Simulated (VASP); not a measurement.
# KI in VASP: settings compared, part 2 of 2

VASP 6.6.1.

### 4 Single point, HSE06 (strain -6.0%)

The input, POSCAR:

```
KI
1.0
    0.0000000000      3.3334000660      3.3334000660
    3.3334000660      0.0000000000      3.3334000660
    3.3334000660      3.3334000660      0.0000000000
K I
1 1
Direct
    0.0000000000      0.0000000000      0.0000000000
    0.5000000000      0.5000000000      0.5000000000
```

The input, INCAR.step1:

```
ALGO     = Normal         # electronic algorithm
EDIFF    = 1E-5           # SCF threshold, eV
ENCUT    = 520            # plane-wave cutoff, eV
GGA      = PE             # functional
ISIF     = 2              # what is computed and relaxed
ISMEAR   = 0              # smearing method
LASPH    = T              # aspherical terms in the spheres
LCHARG   = F              # write CHGCAR
LREAL    = F              # projectors in reciprocal space
LWAVE    = T              # write WAVECAR
NBANDS   = 15             # bands
NELM     = 60             # most SCF steps
PREC     = Accurate       # precision mode
SIGMA    = 0.01           # smearing width, eV
```

The input, INCAR.step2:

```
ALGO     = Normal         # electronic algorithm
EDIFF    = 1E-6           # SCF threshold, eV
ENCUT    = 520            # plane-wave cutoff, eV
GGA      = PE             # functional
HFSCREEN = 0.2079         # screening, 1/A
ISIF     = 2              # what is computed and relaxed
ISMEAR   = 0              # smearing method
ISTART   = 1            
LASPH    = T              # aspherical terms in the spheres
LCHARG   = F              # write CHGCAR
LHFCALC  = T              # exact exchange
LREAL    = F              # projectors in reciprocal space
LWAVE    = F              # write WAVECAR
NBANDS   = 15             # bands
NELM     = 60             # most SCF steps
PREC     = Accurate       # precision mode
PRECFOCK = Normal       
SIGMA    = 0.01           # smearing width, eV
```

The input, KPOINTS:

```
k-points
0
Gamma
  4 4 4
```

Potentials or basis: VASP PAW PBE potentials, release 64 (K_sv, I).

Run with:

```
$ cat potpaw_PBE.64/K_sv/POTCAR potpaw_PBE.64/I/POTCAR > POTCAR
$ cp INCAR.step1 INCAR
$ mpirun -np 1 vasp_std > vasp.out
$ cp INCAR.step2 INCAR
$ mpirun -np 1 vasp_std > vasp.out
```

OUTCAR:

```text
EDIFF = 1E-6
   ENCUT = 520
   GGA = PE
   HFSCREEN = 0.2079
   ISIF = 2
   ISMEAR = 0
   ISTART = 1
   LASPH = T
   LHFCALC = T
   LREAL = F
   NELM = 60
   PREC = Accurate
   PRECFOCK = Normal

 ion  position               nearest neighbor table
   1  0.000  0.000  0.000-   2 3.33   2 3.33   2 3.33   2 3.33   2 3.33   2 3.33
   2  0.500  0.500  0.500-   1 3.33   1 3.33   1 3.33   1 3.33   1 3.33   1 3.33

[... 323 lines left out ...]
     15      12.3452      0.00000

------------------------ aborting loop because EDIFF is reached ----------------------------------------

  FORCE on cell =-STRESS in cart. coord.  units (eV):
  Direction    XX          YY          ZZ          XY          YZ          ZX
  --------------------------------------------------------------------------------------
  -------------------------------------------------------------------------------------
  Total        1.7967006      1.7967006      1.7967006     -0.0000000      0.0000000      0.0000000
  in kB       38.8592109     38.8592109     38.8592109     -0.0000000      0.0000000      0.0000000
  external PRESSURE =      38.8592109 kB  Pullay stress =       0.0000000 kB

 VOLUME and BASIS-vectors are now :
 -----------------------------------------------------------------------------
  energy-cutoff  :      520.00
  volume of cell :       74.08
      direct lattice vectors                 reciprocal lattice vectors
     0.000000000  3.333400066  3.333400066    -0.149996997  0.149996997  0.149996997
     3.333400066  0.000000000  3.333400066     0.149996997 -0.149996997  0.149996997
     3.333400066  3.333400066  0.000000000     0.149996997  0.149996997 -0.149996997

 POSITION                                       TOTAL-FORCE (eV/Angst)
 -----------------------------------------------------------------------------------
      0.00000      0.00000      0.00000        -0.000000      0.000000      0.000000
      3.33340      3.33340      3.33340         0.000000     -0.000000     -0.000000
 -----------------------------------------------------------------------------------
    total drift:                                0.000000      0.000000      0.000000

  FREE ENERGIE OF THE ION-ELECTRON SYSTEM (eV)
  ---------------------------------------------------
  free  energy   TOTEN  =        -6.2329627549 eV

  energy  without entropy=       -6.2329627549  energy(sigma->0) =       -6.23296275
```

OSZICAR.step1:

```text
N       E                     dE             d eps       ncg     rms          rms(c)
DAV:   1     0.889548597400E+02    0.88955E+02   -0.67038E+03   240   0.927E+02
DAV:   2    -0.271156436645E+00   -0.89226E+02   -0.83208E+02   303   0.221E+02
DAV:   3    -0.519928026606E+01   -0.49281E+01   -0.49090E+01   324   0.443E+01
DAV:   4    -0.542814782385E+01   -0.22887E+00   -0.22880E+00   404   0.899E+00
DAV:   5    -0.543035582029E+01   -0.22080E-02   -0.22079E-02   317   0.958E-01    0.445E+00
DAV:   6    -0.536616732271E+01    0.64188E-01   -0.73373E-02   310   0.173E+00    0.307E+00
DAV:   7    -0.536584880693E+01    0.31852E-03   -0.10591E-01   296   0.184E+00    0.755E-01
DAV:   8    -0.536791630437E+01   -0.20675E-02   -0.11728E-02   303   0.779E-01    0.160E-01
DAV:   9    -0.536823534072E+01   -0.31904E-03   -0.49155E-04   324   0.142E-01    0.775E-02
DAV:  10    -0.536839894096E+01   -0.16360E-03   -0.14379E-04   296   0.656E-02    0.213E-02
DAV:  11    -0.536842360012E+01   -0.24659E-04   -0.26664E-05   281   0.330E-02    0.169E-02
DAV:  12    -0.536842343051E+01    0.16960E-06   -0.24655E-06   253   0.116E-02
   1 F= -.53684234E+01 E0= -.53684234E+01  d E =-.271453E-18
```

Run time: 9.5 min. Hardware: 1 thread of Intel Xeon Platinum 8488C (Sapphire Rapids), shared host; peak memory 0.31 GiB.

Results:

| Property | Result |
| --- | --- |
| Free energy | -6.2330 eV |
| Pressure | 3.9 GPa |
| Band gap on the k mesh | 5.45 eV, direct |

Levels at points of the mesh, in eV from the valence-band top:
| k point | band 6 | band 7 | band 8 | band 9 | band 10 | band 11 |
| --- | --- | --- | --- | --- | --- | --- |
| (0.00, 0.00, 0.00) | 0.00 | 0.00 | 0.00 | 5.45 | 7.53 | 7.53 |
| (0.50, 0.00, 0.00) | -1.89 | -0.54 | -0.54 | 6.67 | 9.41 | 9.62 |
| (0.50, 0.50, 0.00) | -1.39 | -0.51 | -0.51 | 5.59 | 7.28 | 9.64 |

Caveat: the cell differs from its parent crystal (strain -6.0%); the PAW data sets were made with another functional, which shifts forces and pressure a little; spin-orbit coupling is left out, which moves the levels of the heavy elements. A k mesh can miss the band edges.

### 5 The runs side by side

```csv
level,cell,k mesh,smearing,grid for exact exchange (PRECFOCK),screening parameter,gap on the mesh (eV),pressure (GPa)
PBE,"a = 5.018, b = 5.018, c = 5.033 Å, angles 59.9, 59.9, 60.2°, 2 atoms",6 × 6 × 6,fermi-dirac 0.02 eV,-,-,3.92,0.4
r2SCAN,"a = 5.018, b = 5.018, c = 5.033 Å, angles 59.9, 59.9, 60.2°, 2 atoms",6 × 6 × 6,gaussian 0.01 eV,-,-,4.57,-0.1
HSE06,"a = 4.714 Å, angles 60.0°, 2 atoms",4 × 4 × 4,gaussian 0.01 eV,Normal,0.2079 1/Å,5.45,3.9
```

Alike in all rows: task single point; potentials or basis VASP PAW PBE potentials, release 64 (K_sv, I); no spin polarisation; cutoff (eV) 520.

Caveats: spin-orbit coupling is left out, which moves the levels of the heavy elements; the PAW data sets were made with another functional, which shifts forces and pressure a little (some runs).

Absolute energies hang on the potentials; compare differences alone.
